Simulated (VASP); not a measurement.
# C (P6_3/mmc) in VASP: further runs, part 2 of 2

VASP 6.6.1. Earlier steps stand in the parts before.

## Step 4: Single point, PBE

This run uses another cell than the first one, of 5.36 Å³/atom.

File INCAR:

```
SYSTEM = C
PREC     = Accurate       ! precision mode
ENCUT    = 520            ! plane-wave cutoff, eV
EDIFF    = 1E-7           ! SCF threshold, eV
ISMEAR   = 0              ! smearing method
SIGMA    = 0.05           ! smearing width, eV
LREAL    = .FALSE.        ! projectors in reciprocal space
LASPH    = .TRUE.         ! aspherical terms in the spheres
NELM     = 100            ! most SCF steps
ALGO     = Normal         ! electronic algorithm
ISIF     = 2              ! what is computed and relaxed
LWAVE    = .FALSE.        ! write WAVECAR
LCHARG   = .FALSE.        ! write CHGCAR
GGA      = PE             ! functional
NBANDS   = 36             ! bands
```

File KPOINTS:

```
regular mesh
0
G
  12 12 2
  0 0 0
```

File POSCAR:

```
C
1.0
    2.4764000000      0.0000000000      0.0000000000
   -1.2382000000      2.1446253099      0.0000000000
    0.0000000000      0.0000000000     12.1184000000
C
12
Direct
    0.0000000000      0.0000000000      0.1868593266
    0.0000000000      0.0000000000      0.6868593266
    0.0000000000      0.0000000000      0.3131406734
    0.0000000000      0.0000000000      0.8131406734
    0.3333333333      0.6666666667      0.5207665411
    0.6666666667      0.3333333333      0.0207665411
    0.3333333333      0.6666666667      0.9792334589
    0.6666666667      0.3333333333      0.4792334589
    0.3333333333      0.6666666667      0.6450950823
    0.6666666667      0.3333333333      0.1450950823
    0.3333333333      0.6666666667      0.8549049177
    0.6666666667      0.3333333333      0.3549049177
```

Run with:

```sh
$ cat potpaw_PBE.64/C/POTCAR > POTCAR
$ mpirun -np 1 vasp_std > vasp.out
```

Wall time 69 s (1 thread of Intel Xeon Platinum 8259CL at 2.50GHz (Skylake/Cascade Lake), shared host); peak memory 0.2 GiB.

It converged, with:

```
Free energy            : -108.6561 eV
Pressure               : 30.3 GPa
Largest force          : 0.055 eV/Å
Band gap on the k mesh : 4.55 eV (least direct gap 5.43 eV)
```

Forces on the atoms (eV/Å):
```
C    0.000  0.000 -0.002
C    0.000  0.000 -0.002
C    0.000  0.000  0.002
C    0.000  0.000  0.002
C    0.000  0.000 -0.055
C    0.000  0.000 -0.055
C    0.000  0.000  0.055
C    0.000  0.000  0.055
C    0.000  0.000  0.019
C    0.000  0.000  0.019
C    0.000  0.000 -0.019
C    0.000  0.000 -0.019
```

Stress tensor (GPa, compression positive):
```
26.78  0.00  0.00
 0.00 26.78  0.00
 0.00  0.00 37.40
```

Levels at points of the mesh, in eV from the valence-band top:
| k point | band 21 | band 22 | band 23 | band 24 | band 25 | band 26 | band 27 | band 28 |
| --- | --- | --- | --- | --- | --- | --- | --- | --- |
| (0.00, 0.00, 0.00) | -1.07 | -0.16 | 0.00 | 0.00 | 5.43 | 5.43 | 5.84 | 6.60 |
| (0.50, 0.00, 0.00) | -4.31 | -4.25 | -3.80 | -3.03 | 4.65 | 5.28 | 5.32 | 5.85 |
| (0.00, 0.00, 0.50) | -0.35 | -0.35 | -0.35 | -0.35 | 5.86 | 5.86 | 5.86 | 5.86 |
| (0.50, 0.00, 0.50) | -3.95 | -3.95 | -3.41 | -3.41 | 4.82 | 4.82 | 6.11 | 6.11 |

Caveat: the cell stands under pressure. Expect the measured gap to be larger: semilocal functionals such as PBE lack the derivative discontinuity.

## Step 5: Single point, PBE

This run uses another cell than the first one, of 5.37 Å³/atom.

File INCAR:

```
PREC = Accurate ; ENCUT = 520
EDIFF = 1E-6 ; ISMEAR = 0
SIGMA = 0.05 ; LREAL = False
LASPH = True ; NELM = 60
ALGO = Normal ; ISIF = 2
LWAVE = False ; LCHARG = False
GGA = PE ; NBANDS = 36
```

File KPOINTS:

```
regular mesh
0
Gamma
  12 12 2
```

Edit POSCAR of step 4 so:

```diff
@@ -2,5 +2,5 @@
 1.0
-    2.4764000000      0.0000000000      0.0000000000
-   -1.2382000000      2.1446253099      0.0000000000
-    0.0000000000      0.0000000000     12.1184000000
+    2.3882000000      0.0000000000      0.0000000000
+   -1.1941000000      2.0682418693      0.0000000000
+    0.0000000000      0.0000000000     13.0506000000
 C
```

Run with:

```sh
$ cat potpaw_PBE.64/C/POTCAR > POTCAR
$ mpirun -np 1 vasp_std > vasp.out
```

Wall time 67 s (1 thread of Intel Xeon Platinum 8259CL at 2.50GHz (Skylake/Cascade Lake), shared host); peak memory 0.2 GiB.

The run converged. Its results:

```yaml
Free_energy: -106.8528 eV
Pressure: 35.6 GPa
Largest_force: 0.163 eV/Å
Band_gap_on_the_k_mesh: 2.81 eV
```

Forces on the atoms (eV/Å):
```
C    0.000  0.000  0.126
C    0.000  0.000  0.126
C    0.000  0.000 -0.126
C    0.000  0.000 -0.126
C    0.000  0.000  0.163
C    0.000  0.000  0.163
C    0.000  0.000 -0.163
C    0.000  0.000 -0.163
C    0.000  0.000 -0.013
C    0.000  0.000 -0.013
C    0.000  0.000  0.013
C    0.000  0.000  0.013
```

Stress tensor (GPa, compression positive):
```
 78.99   0.00   0.00
  0.00  78.99   0.00
  0.00   0.00 -51.19
```

Levels at points of the mesh, in eV from the valence-band top:
| k point | band 21 | band 22 | band 23 | band 24 | band 25 | band 26 | band 27 | band 28 |
| --- | --- | --- | --- | --- | --- | --- | --- | --- |
| (0.00, 0.00, 0.00) | -0.65 | -0.64 | 0.00 | 0.00 | 2.81 | 6.58 | 6.58 | 7.04 |
| (0.50, 0.00, 0.00) | -4.32 | -4.30 | -4.02 | -3.51 | 4.23 | 5.23 | 5.83 | 5.94 |
| (0.00, 0.00, 0.50) | -0.20 | -0.20 | -0.20 | -0.20 | 4.56 | 4.56 | 6.85 | 6.85 |
| (0.50, 0.00, 0.50) | -4.28 | -4.28 | -3.74 | -3.74 | 4.40 | 4.40 | 6.13 | 6.13 |

Caveat: the cell stands under pressure. Expect the measured gap to be larger: semilocal functionals such as PBE lack the derivative discontinuity.

## Step 6: Single point, PBE

This run uses another cell than the first one, of 5.44 Å³/atom.

File INCAR:

```
PREC     = Accurate       # precision mode
ENCUT    = 520            # plane-wave cutoff, eV
EDIFF    = 1E-7           # SCF threshold, eV
ISMEAR   = 0              # smearing method
SIGMA    = 0.05           # smearing width, eV
LREAL    = False          # projectors in reciprocal space
LASPH    = True           # aspherical terms in the spheres
NELM     = 80             # most SCF steps
ALGO     = Normal         # electronic algorithm
ISIF     = 2              # what is computed and relaxed
LWAVE    = False          # write WAVECAR
LCHARG   = False          # write CHGCAR
GGA      = PE             # functional
NBANDS   = 36             # bands
```

File KPOINTS:

```
Automatic mesh
0
Gamma
  12 12 2
```

Edit POSCAR of step 5 so:

```diff
@@ -2,5 +2,5 @@
 1.0
-    2.3882000000      0.0000000000      0.0000000000
-   -1.1941000000      2.0682418693      0.0000000000
-    0.0000000000      0.0000000000     13.0506000000
+    2.4323000000      0.0000000000      0.0000000000
+   -1.2161500000      2.1064335896      0.0000000000
+    0.0000000000      0.0000000000     12.7398000000
 C
```

Potentials or basis: VASP PAW PBE potentials, release 64 (C).

Run with:

```sh
$ cat potpaw_PBE.64/C/POTCAR > POTCAR
$ mpirun -np 1 vasp_std > vasp.out
```

Run time: 77 s. Hardware: 1 thread of Intel Xeon Platinum 8259CL at 2.50GHz (Skylake/Cascade Lake), shared host; peak memory 0.2 GiB.

Results (log left out):

| Quantity | Value |
| --- | --- |
| Free energy | -108.1861 eV |
| Pressure | 24.9 GPa |
| Largest force | 0.188 eV/Å |
| Band gap on the k mesh | 4.04 eV |

Forces on the atoms (eV/Å):
```
C    0.000  0.000  0.176
C    0.000  0.000  0.176
C    0.000  0.000 -0.176
C    0.000  0.000 -0.176
C    0.000  0.000  0.188
C    0.000  0.000  0.188
C    0.000  0.000 -0.188
C    0.000  0.000 -0.188
C    0.000  0.000 -0.086
C    0.000  0.000 -0.086
C    0.000  0.000  0.086
C    0.000  0.000  0.086
```

Stress tensor (GPa, compression positive):
```
 50.36   0.00   0.00
  0.00  50.36   0.00
  0.00   0.00 -25.94
```

Levels at points of the mesh, in eV from the valence-band top:
| k point | band 20 | band 21 | band 22 | band 23 | band 24 | band 25 | band 26 | band 27 | band 28 | band 29 |
| --- | --- | --- | --- | --- | --- | --- | --- | --- | --- | --- |
| (0.00, 0.00, 0.00) | -0.78 | -0.78 | -0.33 | 0.00 | 0.00 | 4.04 | 6.13 | 6.13 | 7.06 | 7.06 |
| (0.50, 0.00, 0.00) | -4.70 | -4.24 | -4.21 | -3.86 | -3.29 | 4.81 | 5.50 | 5.88 | 5.95 | 6.13 |
| (0.00, 0.00, 0.50) | -1.47 | -0.25 | -0.25 | -0.25 | -0.25 | 5.39 | 5.39 | 6.45 | 6.45 | 6.45 |
| (0.50, 0.00, 0.50) | -4.99 | -4.08 | -4.08 | -3.56 | -3.56 | 5.04 | 5.04 | 5.65 | 5.65 | 6.59 |

Caveat: the cell stands under pressure. A k mesh can miss the band edges.

## Step 7: Overview

| cell | gap on the mesh (eV) | pressure (GPa) | largest force (eV/Å) |
| --- | --- | --- | --- |
| a = 2.388, b = 2.388, c = 12.895 Å, angles 90.0, 90.0, 120.0°, 12 atoms | 3.18 | 41.0 | 0.27 |
| a = 2.432, b = 2.432, c = 12.585 Å, angles 90.0, 90.0, 120.0°, 12 atoms | 4.41 | 30.7 | 0.23 |
| a = 2.476, b = 2.476, c = 12.118 Å, angles 90.0, 90.0, 120.0°, 12 atoms | 4.55 | 30.3 | 0.05 |
| a = 2.388, b = 2.388, c = 13.051 Å, angles 90.0, 90.0, 120.0°, 12 atoms | 2.81 | 35.6 | 0.16 |
| a = 2.432, b = 2.432, c = 12.740 Å, angles 90.0, 90.0, 120.0°, 12 atoms | 4.04 | 24.9 | 0.19 |

Alike in all rows: task single point; level PBE; potentials or basis VASP PAW PBE potentials, release 64 (C); no spin polarisation; k mesh 12 × 12 × 2; cutoff (eV) 520; smearing gaussian 0.05 eV.

Caveats: the cell stands under pressure.

Total energies depend on the potentials used, so only differences within one code and one set of settings carry meaning.
